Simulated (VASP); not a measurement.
A run of VASP 6.6.1:

INCAR

```
  PREC = Accurate
  ENCUT = 600
  EDIFF = 1E-7
  ISMEAR = 0
  SIGMA = 0.1
  LREAL = F
  LASPH = T
  NELM = 100
  ALGO = Normal
  ISIF = 3
  LWAVE = F
  LCHARG = F
  GGA = PE
  IBRION = 2
  NSW = 90
  EDIFFG = -0.04
```

The input KPOINTS:

```
regular mesh
0
Gamma
  6 6 6
```

POSCAR

```
WS2
1.0
    1.5790003600      0.9116362800      6.1633300800
   -1.5790003600      0.9116362800      6.1633300800
    0.0000000000     -1.8232725700      6.1633300800
W S
1 2
Direct
    0.0000000000      0.0000000000      0.0000000000
    0.2497000100      0.2497000100      0.2497000100
    0.4190000300      0.4190000300      0.4190000300
```

Potentials or basis: VASP PAW PBE potentials, release 64 (W_sv, S).

The run is started by

```bash
$ cat potpaw_PBE.64/W_sv/POTCAR potpaw_PBE.64/S/POTCAR > POTCAR
$ mpirun -np 1 vasp_std > vasp.out
```

Hardware: 1 thread of AMD EPYC 7R13 Processor (Zen 3) (shared host).

**Question.** How long does it take, and how much memory?

**Answer.** Wall time 21 min on 1 thread of AMD EPYC 7R13 Processor (Zen 3), with other jobs on the host, peak memory 0.43 GiB. Counts: scf iterations 189, k points 32, ion steps 19.
